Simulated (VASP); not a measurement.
A run of VASP 6.6.1 is set up as follows.

INCAR

```
SYSTEM = GaN
PREC = Accurate ; ENCUT = 600
EDIFF = 1E-6 ; ISMEAR = 0
SIGMA = 0.01 ; LREAL = .FALSE.
LASPH = .TRUE. ; NELM = 120
ALGO = Normal ; ISIF = 2
LWAVE = .FALSE. ; LCHARG = .TRUE.
GGA = PE ; LELF = .TRUE.
LVHAR = .TRUE. ; NBANDS = 26
GGA_COMPAT = .FALSE.
```

KPOINTS

```
regular mesh
0
G
  8 8 4
  0 0 0
```

Contents of POSCAR:

```
GaN
1.0
    3.1800000000      0.0000000000      0.0000000000
   -1.5900000000      2.7539607840      0.0000000000
    0.0000000000      0.0000000000      5.1660000000
Ga N
2 2
Direct
    0.3333333333      0.6666666667      0.0000000000
    0.6666666667      0.3333333333      0.5000000000
    0.3333333333      0.6666666667      0.3750000000
    0.6666666667      0.3333333333      0.8750000000
```

Potentials or basis: VASP PAW PBE potentials, release 64 (Ga_d, N).

Launch:

```bash
$ cat potpaw_PBE.64/Ga_d/POTCAR potpaw_PBE.64/N/POTCAR > POTCAR
$ mpirun -np 1 vasp_std > vasp.out
```

Question: Predict the pressure.

Answer: 7.2 GPa.

Question: Estimate the band gap on the k mesh.

Answer: 1.97 eV.

Forces on the atoms (eV/Å):
```
Ga   0.000  0.000 -0.134
Ga   0.000  0.000 -0.134
N    0.000  0.000  0.134
N    0.000  0.000  0.134
```

Caveat: the cell stands under pressure. A hybrid or GW would open this gap; PBE tends to underestimate it.
